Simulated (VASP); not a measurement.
# Te2Mo in VASP: notebook

The runs below take Te2Mo through single point, with LDA, PBEsol.

Program: VASP 6.6.1. These are calculated values, not measurements. Logs are shortened: lines on timing, memory, paths and dates and some standing lists are left out, and cuts for length are marked.

### 1 The cell of the first run

The cell holds a slab with vacuum, 6 atoms: a = 3.536 Å, b = 3.536 Å, c = 24.645 Å, α = 90.00°, β = 90.00°, γ = 120.00°.

### 2 Single point, LDA (44.49 Å³/atom)

INCAR

```
SYSTEM = Te2Mo
  ALGO = Normal
  EDIFF = 1E-6
  ENCUT = 520
  ISIF = 2
  ISMEAR = -1
  LASPH = .TRUE.
  LCHARG = .FALSE.
  LREAL = .FALSE.
  LWAVE = .FALSE.
  NBANDS = 35
  NELM = 60
  PREC = Accurate
  SIGMA = 0.05
```

KPOINTS

```
k-points
0
G
  9 9 2
  0 0 0
```

POSCAR

```
Te2Mo
1.0
    3.5364957711      0.0000000000      0.0000000000
   -1.7682478855      3.0626951781      0.0000000000
    0.0000000000      0.0000000000     24.6447388430
Te Mo
4 2
Direct
    0.3333333333      0.6666666667      0.2236394800
    0.6666666667      0.3333333333      0.9206288600
    0.6666666667      0.3333333333      0.7763605200
    0.3333333333      0.6666666667      0.0793711400
    0.6666666667      0.3333333333      0.1515414900
    0.3333333333      0.6666666667      0.8484585100
```

Potentials or basis: VASP PAW LDA potentials, release 64 (Te, Mo_sv).

On the command line:

```bash
cat potpaw_LDA.64/Te/POTCAR potpaw_LDA.64/Mo_sv/POTCAR > POTCAR
mpirun -np 1 vasp_std > vasp.out
```

OUTCAR:

```text
SYSTEM = Te2Mo
   EDIFF = 1E-6
   ENCUT = 520
   ISIF = 2
   ISMEAR = -1
   LASPH = .TRUE.
   LREAL = .FALSE.
   NELM = 60
   PREC = Accurate

 ion  position               nearest neighbor table
   1  0.333  0.667  0.224-   5 2.71   5 2.71   5 2.71   4 3.56
   2  0.667  0.333  0.921-   6 2.71   6 2.71   6 2.71   3 3.56
   3  0.667  0.333  0.776-   6 2.71   6 2.71   6 2.71   2 3.56
   4  0.333  0.667  0.079-   5 2.71   5 2.71   5 2.71   1 3.56
   5  0.667  0.333  0.152-   1 2.71   1 2.71   1 2.71   4 2.71   4 2.71   4 2.71
   6  0.333  0.667  0.848-   3 2.71   3 2.71   3 2.71   2 2.71   2 2.71   2 2.71

  LATTYP: Found a hexagonal cell.
 ALAT       =     3.5364957711
 C/A-ratio  =     6.9686889051

  Lattice vectors:

 A1 = (   3.5364957711,   0.0000000000,   0.0000000000)
 A2 = (  -1.7682478855,   3.0626951781,   0.0000000000)
 A3 = (   0.0000000000,   0.0000000000,  24.6447388430)

Analysis of symmetry for initial positions (statically):
=====================================================================
 Subroutine PRICEL returns:
 Original cell was already a primitive cell.

 Routine SETGRP: Setting up the symmetry group for a
 hexagonal supercell.

 Subroutine GETGRP returns: Found 12 space group operations
 (whereof 12 operations were pure point group operations)
 out of a pool of 24 trial point group operations.

The static configuration has the point symmetry D_3d.

Analysis of symmetry for dynamics (positions and initial velocities):
=====================================================================
 Subroutine PRICEL returns:
 Original cell was already a primitive cell.

 Routine SETGRP: Setting up the symmetry group for a
 hexagonal supercell.

 Subroutine GETGRP returns: Found 12 space group operations
 (whereof 12 operations were pure point group operations)
 out of a pool of 24 trial point group operations.

The dynamic configuration has the point symmetry D_3d.

 Subroutine INISYM returns: Found 12 space group operations
 (whereof 12 operations are pure point group operations),
 and found     1 'primitive' translations

----------------------------------------------------------------------------------------

                                     Primitive cell

  volume of cell :     266.9323

  direct lattice vectors                    reciprocal lattice vectors
     3.536495771  0.000000000  0.000000000     0.282765784  0.163254902  0.000000000
    -1.768247885  3.062695178  0.000000000     0.000000000  0.326509803  0.000000000
     0.000000000  0.000000000 24.644738843     0.000000000  0.000000000  0.040576612

  length of vectors
     3.536495771  3.536495771 24.644738843     0.326509803  0.326509803  0.040576612

  position of ions in fractional coordinates (direct lattice)
     0.333333333  0.666666667  0.223639480
     0.666666667  0.333333333  0.920628860
     0.666666667  0.333333333  0.776360520
     0.333333333  0.666666667  0.079371140
     0.666666667  0.333333333  0.151541490
     0.333333333  0.666666667  0.848458510

  ion indices of the primitive-cell ions
   primitive index   ion index
                 1           1
                 2           2
                 3           3
                 4           4
                 5           5
                 6           6

----------------------------------------------------------------------------------------

 KPOINTS: k-points

Automatic generation of k-mesh.
 Grid dimensions read from file:
 generate k-points for:    9    9    2

 Generating k-lattice:

  Cartesian coordinates                     Fractional coordinates (reciprocal lattice)
     0.031418420  0.018139434  0.000000000     0.111111111  0.000000000  0.000000000
     0.000000000  0.036278867  0.000000000     0.000000000  0.111111111  0.000000000
     0.000000000  0.000000000  0.020288306     0.000000000  0.000000000  0.500000000

  Length of vectors
     0.036278867  0.036278867  0.020288306

  Shift w.r.t. Gamma in fractional coordinates (k-lattice)
     0.000000000  0.000000000  0.000000000

 Subroutine IBZKPT returns following result:
 ===========================================

 Found     24 irreducible k-points:

 Following reciprocal coordinates:
            Coordinates               Weight
  0.000000  0.000000  0.000000      1.000000
  0.111111 -0.000000  0.000000      6.000000
  0.222222 -0.000000  0.000000      6.000000
  0.333333  0.000000  0.000000      6.000000
  0.444444 -0.000000  0.000000      6.000000
  0.111111  0.111111  0.000000      6.000000
[... 16 lines left out ...]
  0.333333  0.222222  0.500000     12.000000
  0.333333  0.333333  0.500000      2.000000
   k-points           NKPTS =     24   k-points in BZ     NKDIM =     24   number of bands    NBANDS=     35
   number of dos      NEDOS =    301   number of ions     NIONS =      6
   total plane-waves  NPLWV = 150528
   dimension x,y,z NGX =    28 NGY =   28 NGZ =  192
   dimension x,y,z NGXF=    56 NGYF=   56 NGZF=  384
   ions per type =               4   2
   NGX,Y,Z   is equivalent  to a cutoff of  13.16, 13.16, 12.95 a.u.
   NGXF,Y,Z  is equivalent  to a cutoff of  26.32, 26.32, 25.90 a.u.
 SYSTEM =  Te2Mo
   PREC   = accura    normal or accurate (medium, high low for compatibility)
   ISTART =      0    job   : 0-new  1-cont  2-samecut
   ICHARG =      2    charge: 1-file 2-atom 10-const
   ISPIN  =      1    spin polarized calculation?
   LNONCOLLINEAR =      F non collinear calculations
   LSORBIT =      F    spin-orbit coupling
   LASPH  =      T    aspherical Exc in radial PAW
   ENCUT  =  520.0 eV  38.22 Ry    6.18 a.u.   6.58  6.58 45.82*2*pi/ulx,y,z
   NELM   =     60;   NELMIN=  2; NELMDL= -5     # of ELM steps
   EDIFF  = 0.1E-05   stopping-criterion for ELM
   LREAL  =      F    real-space projection
   EDIFFG = 0.1E-04   stopping-criterion for IOM
   NSW    =      0    number of steps for IOM
   IBRION =     -1    ionic relax: 0-MD 1-quasi-New 2-CG
   NFREE  =      0    steps in history (QN), initial steepest desc. (CG)
   ISIF   =      2    stress and relaxation
   ISYM   =      2    0-nonsym 1-usesym 2-fastsym
   POTIM  = 0.5000    time-step for ionic-motion
   TEBEG  =    0.0;   TEEND  =   0.0 temperature during run
   PSTRESS=    0.0 pullay stress
   NELECT =      52.0000    total number of electrons
   NUPDOWN=      -1.0000    fix difference up-down
   EMIN   =  10.00;   EMAX   =-10.00  energy-range for DOS
   EFERMI =   0.00;   METHOD = LEGACY
   ISMEAR =    -1;   SIGMA  =   0.05  broadening in eV -4-tet -1-fermi 0-gaus
   EFERMI_NEDOS =   21; number of points for ismear=-14 and -15
   IALGO  =     38    algorithm
   IMIX   =      4    mixing-type and parameters
     AMIX     =   0.40;   BMIX     =  1.00
     AMIX_MAG =   1.60;   BMIX_MAG =  1.00
  volume/ion in A,a.u.               =      44.49       300.22
  Fermi-wavevector in a.u.,A,eV,Ry     =   0.949020  1.793389 12.253948  0.900640
  Thomas-Fermi vector in A             =   2.077264
   LORBIT       =      0    0 simple, 1 ext, 2 COOP (PROOUT), +10 PAW based schemes
   GGA     = CA    functional components
   LHFCALC =     F    Hartree Fock is set to
   AEXX    =    0.0000 exact exchange contribution
   IVDW    =     0    specifies the selected vdW correction
   LEPSILON=     F    determine dielectric tensor
   LRPA    =     F    only Hartree local field effects (RPA)
 non-spin polarized calculation
  energy-cutoff  :      520.00
  volume of cell :      266.93
 maximum number of plane-waves:      7280
 NGX is ok and might be reduce to    28
   NGX = 13   NGY = 13   NGZ = 91

 number of electron      52.0000001 magnetization

 Free energy of the ion-electron system (eV)
  ---------------------------------------------------
  ext. energy  EPLUGINS =         0.00000000
  ---------------------------------------------------
  free energy    TOTEN  =       -40.99999261 eV

  energy without entropy =      -40.99998926  energy(sigma->0) =      -40.99999093

 E-fermi :   2.6249     XC(G=0):  -6.5277

 val. band max:        2.1057463864   @ k =   0.3333   0.3333   0.0000
 cond. band min:       3.1551473774   @ k =   0.3333   0.3333   0.5000
 fundamental gap:      1.0494009911
 Fermi energy:         2.6249271152

 k-point     1 :       0.0000    0.0000    0.0000
  band No.  band energies     occupation
      1     -58.1831      2.00000
      2     -58.1831      2.00000
      3     -32.5357      2.00000
      4     -32.5357      2.00000
      5     -32.4160      2.00000
      6     -32.4160      2.00000
[... 27 lines left out ...]
     34       5.5806      0.00000
     35       6.5812      0.00000

 k-point     2 :       0.1111   -0.0000    0.0000
  band No.  band energies     occupation
      1     -58.1820      2.00000
      2     -58.1820      2.00000
      3     -32.5323      2.00000
      4     -32.5323      2.00000
      5     -32.4311      2.00000
      6     -32.4311      2.00000
[... 27 lines left out ...]
     34       5.4157      0.00000
     35       6.8380      0.00000

 k-point     3 :       0.2222   -0.0000    0.0000
  band No.  band energies     occupation
      1     -58.1791      2.00000
      2     -58.1791      2.00000
      3     -32.5236      2.00000
      4     -32.5236      2.00000
      5     -32.4692      2.00000
      6     -32.4692      2.00000
[... 27 lines left out ...]
     34       5.7026      0.00000
     35       7.3491      0.00000
[... 723 lines left out ...]
 k-point    23 :       0.3333    0.2222    0.5000
  band No.  band energies     occupation
      1     -58.1729      2.00000
      2     -58.1728      2.00000
      3     -32.5251      2.00000
      4     -32.5251      2.00000
      5     -32.5045      2.00000
      6     -32.5045      2.00000
[... 27 lines left out ...]
     34       6.1468      0.00000
     35       6.9142      0.00000

 k-point    24 :       0.3333    0.3333    0.5000
  band No.  band energies     occupation
      1     -58.1723      2.00000
      2     -58.1723      2.00000
      3     -32.5138      2.00000
      4     -32.5138      2.00000
      5     -32.5028      2.00000
      6     -32.5028      2.00000
[... 27 lines left out ...]
     34       6.1767      0.00000
     35       6.9271      0.00000

------------------------ aborting loop because EDIFF is reached ----------------------------------------

  FORCE on cell =-STRESS in cart. coord.  units (eV):
  Direction    XX          YY          ZZ          XY          YZ          ZX
  --------------------------------------------------------------------------------------
  -------------------------------------------------------------------------------------
  Total       -3.0199643     -3.0199643     -0.9940763     -0.0000000      0.0000000      0.0000000
  in kB      -18.1263872    -18.1263872     -5.9666307     -0.0000000      0.0000000      0.0000000
  external PRESSURE =     -14.0731350 kB  Pullay stress =       0.0000000 kB

 VOLUME and BASIS-vectors are now :
 -----------------------------------------------------------------------------
  energy-cutoff  :      520.00
  volume of cell :      266.93
      direct lattice vectors                 reciprocal lattice vectors
     3.536495771  0.000000000  0.000000000     0.282765784  0.163254902  0.000000000
    -1.768247885  3.062695178  0.000000000     0.000000000  0.326509803  0.000000000
     0.000000000  0.000000000 24.644738843     0.000000000  0.000000000  0.040576612

 POSITION                                       TOTAL-FORCE (eV/Angst)
 -----------------------------------------------------------------------------------
     -0.00000      2.04180      5.51154        -0.000000     -0.000000     -0.072069
      1.76825      1.02090     22.68866        -0.000000     -0.000000      0.030449
      1.76825      1.02090     19.13320        -0.000000      0.000000      0.072069
     -0.00000      2.04180      1.95608        -0.000000      0.000000     -0.030449
      1.76825      1.02090      3.73470         0.000000     -0.000000     -0.007294
     -0.00000      2.04180     20.91004        -0.000000      0.000000      0.007294
 -----------------------------------------------------------------------------------
    total drift:                                0.000000      0.000000      0.000000

  FREE ENERGIE OF THE ION-ELECTRON SYSTEM (eV)
  ---------------------------------------------------
  free  energy   TOTEN  =       -40.9999926105 eV

  energy  without entropy=      -40.9999892582  energy(sigma->0) =      -40.99999093
```

Wall time 2.6 min (1 thread of Intel Xeon 6975P-C (Granite Rapids), shared host); peak memory 0.41 GiB.

What came out:

```
Free energy            : -41.0000 eV
Largest force          : 0.072 eV/Å
Band gap on the k mesh : 1.05 eV
```

Forces in eV/Å, atoms in the order of the input:
```
Te   0.000  0.000 -0.072
Te   0.000  0.000  0.030
Te   0.000  0.000  0.072
Te   0.000  0.000 -0.030
Mo   0.000  0.000 -0.007
Mo   0.000  0.000  0.007
```

Caveat: spin-orbit coupling is left out, which moves the levels of the heavy elements.

### 3 Single point, PBEsol (44.49 Å³/atom)

INCAR

```
PREC = Accurate ; ENCUT = 520
EDIFF = 1E-7 ; ISMEAR = -1
SIGMA = 0.05 ; LREAL = F
LASPH = T ; NELM = 100
ALGO = Normal ; ISIF = 2
LWAVE = F ; LCHARG = T
GGA = PS ; LELF = T
LVHAR = T ; NBANDS = 35
```

KPOINTS

```
regular mesh
0
Gamma
  9 9 2
```

POSCAR is that of step 2.

Potentials or basis: VASP PAW PBE potentials, release 64 (Te, Mo_sv).

On the command line:

```bash
cat potpaw_PBE.64/Te/POTCAR potpaw_PBE.64/Mo_sv/POTCAR > POTCAR
mpirun -np 1 vasp_std > vasp.out
```

Run time: 3.2 min. Hardware: 1 thread of Intel Xeon 6975P-C (Granite Rapids), shared host; peak memory 0.48 GiB.

It converged, with:

```yaml
Free_energy: -39.2605 eV
Largest_force: 0.219 eV/Å
Band_gap_on_the_k_mesh: 1.05 eV
```

Forces in eV/Å, atoms in the order of the input:
```
Te   0.000  0.000  0.158
Te   0.000  0.000  0.219
Te   0.000  0.000 -0.158
Te   0.000  0.000 -0.219
Mo   0.000  0.000 -0.006
Mo   0.000  0.000  0.006
```

Levels at points of the mesh, in eV from the valence-band top:
```csv
k point,band 24,band 25,band 26,band 27,band 28,band 29
"(0.00, 0.00, 0.00)",-0.93,-0.54,-0.11,3.13,3.13,3.16
"(0.00, 0.00, 0.50)",-0.93,-0.54,-0.11,3.13,3.13,3.16
```

Caveat: the PAW data sets were made with another functional, which shifts forces and pressure a little; spin-orbit coupling is left out, which moves the levels of the heavy elements.

(Part 1 of 2 ends here.)
